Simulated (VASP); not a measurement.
Crystal: Cs.

```
Cs
1.0
     9.31493    0.00000    0.00000
    -4.65746    8.06696    0.00000
     0.00000    0.00000    5.71046
Cs
3
Direct
  0.00000 0.00000 0.00000
  0.33333 0.66667 0.50000
  0.66667 0.33333 0.50000
```

This isn't the form of Cs at room conditions, which is bcc.

* Program: VASP 6.6.1
* Task: relaxation of cell and atoms
* Functional: PBE
* Potentials or basis: VASP PAW PBE potentials, release 64 (Cs_sv)
* Cutoff: 500 eV
* k mesh: 6 × 6 × 8
* Occupations: gaussian, width 0.1 eV
* Spin: no spin polarisation

At the start: pressure -0.3 GPa; volume 143.03 Å³/atom.

How do energy, volume and symmetry change on relaxing?

Over 8 steps the energy falls by 25.1 meV/atom and the volume is 117.47 Å³/atom (-17.9 %); space group P6/mmm (No. 191, to 0.1 Å) before and after.

The path:
```csv
step,energy change (eV),largest force (eV/Å),pressure (GPa),volume (Å³)
1,0.0000,0.0000,-0.27,429.10
2,-0.0230,0.0000,-0.23,414.50
3,-0.0672,0.0000,-0.10,374.01
4,-0.0170,0.0000,0.40,301.09
5,-0.0743,0.0000,-0.01,355.33
6,-0.0744,0.0000,0.00,352.52
7,-0.0747,0.0000,0.00,352.50
8,-0.0752,0.0000,0.00,352.42
```

Final structure:
```
CELL_PARAMETERS angstrom
8.79841 0.00000 0.00000
-4.39921 7.61965 0.00000
0.00000 0.00000 5.25679
ATOMIC_POSITIONS crystal
Cs 0.00000 0.00000 0.00000
Cs 0.33333 0.66667 0.50000
Cs 0.66667 0.33333 0.50000
```

Caveat: the volume moved by over 15 % at a fixed basis, so the end points are rough.
